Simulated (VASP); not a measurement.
Si16O (a cell with a defect): single point with LDA

Si16O (a cell with a defect):

```xyz
17
Lattice="0.0000 5.4300 5.4300 5.4300 0.0000 5.4300 5.4300 5.4300 0.0000" Properties=species:S:1:pos:R:3 pbc="T T T"
Si    0.2469    0.1301   -0.0211
Si    1.5801    1.5292    1.3591
Si    2.8380    3.0561    0.0522
Si    4.1867    4.2253    1.3794
Si    3.3061   -0.0194    2.4628
Si    4.1388    1.3608    4.2593
Si    5.4149    2.5885    2.5499
Si    6.7826    4.0021    3.9993
Si    0.1718    2.8349    2.8688
Si    1.6618    4.1037    4.2685
Si    2.6286    5.4557    2.4889
Si    3.9370    6.9479    3.9957
Si    2.9967    2.6814    5.6151
Si    4.5072    4.1679    6.5248
Si    5.4066    5.5733    5.0406
Si    6.7683    6.7640    6.5202
O     7.3625   10.0973    7.7796
```

- Program: VASP 6.6.1
- Task: single point
- Functional: LDA
- Potentials or basis: VASP PAW LDA potentials, release 64 (Si, O)
- Cutoff: 520 eV
- k mesh: 2 × 2 × 2
- Occupations: fermi-dirac, width 0.02 eV
- Spin: collinear spin, ferromagnetic start
- Starting moments: [0.0, 0.0, 0.0, 0.0, 0.0, 0.0, 0.0, 0.0, 0.0, 0.0, 0.0, 0.0, 0.0, 0.0, 0.0, 0.0, 1.0] μB
- Dipole correction: no
- Further INCAR settings: LREAL = Auto; ALGO = Normal; EDIFF = 1e-06; NBANDS = 53

```
Pressure                                              : 0.5 GPa
Largest force                                         : 5.103 eV/Å
Band gap on the k mesh                                : zero (filled and empty bands overlap)
Net moment                                            : 0.00 μB per cell
Valence electrons inside the program's atomic spheres : Si 1.70, 1.64, 1.73, 1.72, 1.67, 1.62, 1.65, 1.68, 1.69, 1.74, 1.76, 1.75, 1.71 (each value once); O 5.11
```

Forces on the atoms (eV/Å):
```
Si   0.153 -0.335  1.310
Si   0.273  0.567  0.075
Si  -0.485 -1.406 -1.047
Si   1.575  0.490 -0.211
Si   1.388  3.830  0.494
Si   0.888 -1.128 -2.454
Si  -0.371  0.056  1.284
Si  -0.579  0.262 -2.320
Si   0.388 -0.315 -0.566
Si  -0.593  0.066 -1.214
Si   0.355  0.255  1.917
Si  -0.431  0.667 -0.967
Si  -1.154  1.094 -0.119
Si   1.054 -1.560  1.058
Si   1.152  0.085 -0.373
Si  -0.216  0.196  0.575
O   -3.395 -2.823  2.557
```

Stress tensor (GPa, compression positive):
```
 2.57  0.16 -1.22
 0.16  0.86  0.06
-1.22  0.06 -1.89
```

Levels at points of the mesh, in eV from the Fermi level:
Spin up:
| k point | band 31 | band 32 | band 33 | band 34 | band 35 | band 36 | band 37 | band 38 | band 39 | band 40 |
| --- | --- | --- | --- | --- | --- | --- | --- | --- | --- | --- |
| (0.00, 0.00, 0.00) | -1.28 | -1.09 | -0.51 | -0.48 | -0.30 | -0.09 | 0.15 | 0.27 | 0.31 | 0.68 |
| (0.50, 0.00, 0.00) | -1.85 | -1.38 | -1.29 | -1.02 | -0.61 | 0.58 | 0.61 | 0.96 | 1.21 | 1.33 |
| (0.00, 0.50, 0.00) | -1.84 | -1.46 | -1.04 | -0.78 | -0.68 | 0.44 | 0.61 | 0.96 | 1.09 | 1.44 |
| (0.00, 0.00, 0.50) | -1.84 | -1.30 | -1.14 | -0.89 | 0.09 | 0.55 | 0.67 | 0.79 | 0.97 | 1.09 |
| (0.50, 0.50, 0.50) | -1.87 | -1.48 | -1.26 | -0.82 | -0.49 | 0.44 | 0.76 | 1.01 | 1.14 | 1.25 |
| (0.50, 0.50, 0.00) | -1.91 | -1.74 | -1.59 | -1.46 | -0.27 | 0.41 | 0.92 | 1.29 | 1.61 | 1.74 |
| (0.00, 0.50, 0.50) | -1.76 | -1.66 | -1.59 | -1.29 | -1.10 | 0.61 | 0.88 | 1.50 | 1.61 | 1.75 |
| (0.50, 0.00, 0.50) | -1.79 | -1.66 | -1.52 | -1.20 | -0.65 | 0.80 | 1.08 | 1.57 | 1.77 | 1.92 |
Spin down:
```csv
k point,band 32,band 33,band 34,band 35,band 36,band 37,band 38,band 39
"(0.00, 0.00, 0.00)",-1.09,-0.51,-0.48,-0.30,-0.09,0.15,0.27,0.31
"(0.50, 0.00, 0.00)",-1.38,-1.29,-1.02,-0.61,0.58,0.61,0.96,1.21
"(0.00, 0.50, 0.00)",-1.46,-1.04,-0.78,-0.68,0.44,0.61,0.96,1.09
"(0.00, 0.00, 0.50)",-1.30,-1.14,-0.89,0.09,0.55,0.67,0.79,0.97
"(0.50, 0.50, 0.50)",-1.48,-1.26,-0.82,-0.49,0.44,0.76,1.01,1.14
"(0.50, 0.50, 0.00)",-1.74,-1.59,-1.46,-0.27,0.41,0.92,1.29,1.61
"(0.00, 0.50, 0.50)",-1.66,-1.59,-1.29,-1.10,0.61,0.88,1.50,1.61
"(0.50, 0.00, 0.50)",-1.66,-1.52,-1.20,-0.65,0.80,1.08,1.57,1.77
```

It took 16 min on 1 thread of Oxide Virtual Turin-like Processor, with other jobs on the host, peak memory 0.45 GiB.

Caveat: the k points lie up to 0.50 Å⁻¹ apart; the atoms stand as in a frame of molecular dynamics.
